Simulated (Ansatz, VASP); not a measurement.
## Two plane-wave programs on InSb

The input INCAR:

```
  ALGO = Normal
  EDIFF = 1E-6
  ENCUT = 520
  GGA = PE
  ISIF = 2
  ISMEAR = 0
  LASPH = True
  LCHARG = False
  LREAL = False
  LWAVE = False
  NBANDS = 16
  NELM = 100
  PREC = Accurate
  SIGMA = 0.1
```

File KPOINTS:

```
k-points
0
Gamma
  14 14 8
```

The input POSCAR:

```
InSb
1.0
    3.1461268925      0.0000000000      0.0000000000
    0.0000000000      3.1461268925      0.0000000000
    0.0000000000      0.0000000000      6.1693512126
In Sb
1 1
Direct
    0.0000000000      0.0000000000      0.0000000000
    0.0000000000      0.0000000000      0.5000000000
```

Input for Ansatz:

```yaml
crystal:
  lattice:
    - [3.1461268925, 0.0, 0.0]
    - [0.0, 3.1461268925, 0.0]
    - [0.0, 0.0, 6.1693512126]
  atoms:
    - { symbol: In, position: [0.0, 0.0, 0.0] }
    - { symbol: Sb, position: [0.0, 0.0, 0.5] }
basis:
  ecutwfc: 420
kpoints:
  mp_grid: { grid: [14, 14, 8] }
hamiltonian:
  xc: pbe
scf:
  occupations: { method: gaussian, width: 0.1 }
output:
  forces: true
  stress: true
  eigenvalues: true
```

Alike in both runs: task single point; functional PBE; k mesh 14 × 14 × 8; occupations gaussian, width 0.1 eV; no spin polarisation.

|  | VASP | Ansatz |
| --- | --- | --- |
| version | VASP 6.6.1 | Ansatz 0.2.0 |
| potentials or method | VASP PAW PBE potentials, release 64 (In_d, Sb), cutoff 520 eV | scalar-relativistic, plane waves, PAW |
| valence electrons in the cell | 18 | 28 |

Ansatz gave:

* gap on the k mesh at the Fermi level (eV): none
* pressure (GPa): -1.0
* traceless stress, the component that is largest in VASP (GPa): 1.46

Task: Which values does VASP return?

Result: gap on the k mesh at the Fermi level (eV): none; pressure (GPa): -1.1; traceless stress, the component that is largest in VASP (GPa): 1.46.

A gap of «none» marks a metal or a gap that the smearing closes. VASP's potentials hold 18 valence electrons a cell and Ansatz's 28, so a difference there can come from the potentials and not from the codes.

Spin-orbit coupling is off throughout.
